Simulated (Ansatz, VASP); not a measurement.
Sn2TeSe: VASP beside Ansatz

```
Se Sn Te
1.0
     4.38098    0.00000    0.00000
     0.00000    4.38098    0.00000
     0.00000    0.00000    6.22622
Se Sn Te
1 2 1
Cartesian
  0.0000 0.0000 0.0000
  0.0000 0.0000 3.1131
  2.1905 2.1905 0.0000
  2.1905 2.1905 3.1131
```

Alike in both runs: task single point; functional HSE06; k mesh 4 × 4 × 2; occupations fermi-dirac, width 0.02 eV; no spin polarisation.

|  | VASP | Ansatz |
| --- | --- | --- |
| version | VASP 6.6.1 | Ansatz 0.2.0 |
| potentials or method | VASP PAW PBE potentials, release 64 (Se, Sn_d, Te) | plane waves, PAW |
| plane-wave cutoff (eV) | 520 | 420 |
| valence electrons in the cell | 40 | 60 |

|  | VASP | Ansatz | Ansatz less VASP |
| --- | --- | --- | --- |
| pressure (GPa) | -0.2 | -0.1 | +0.14 |

The functional is the same, so the differences come from potentials, cutoffs and numerics. VASP's potentials hold 40 valence electrons a cell and Ansatz's 60, so a difference there can come from the potentials and not from the codes. Ansatz's warnings: stress exchange threshold loose, stress scf threshold loose.

The k mesh is coarse, so the values compare programs but aren't converged. Neither program's run includes spin-orbit coupling.
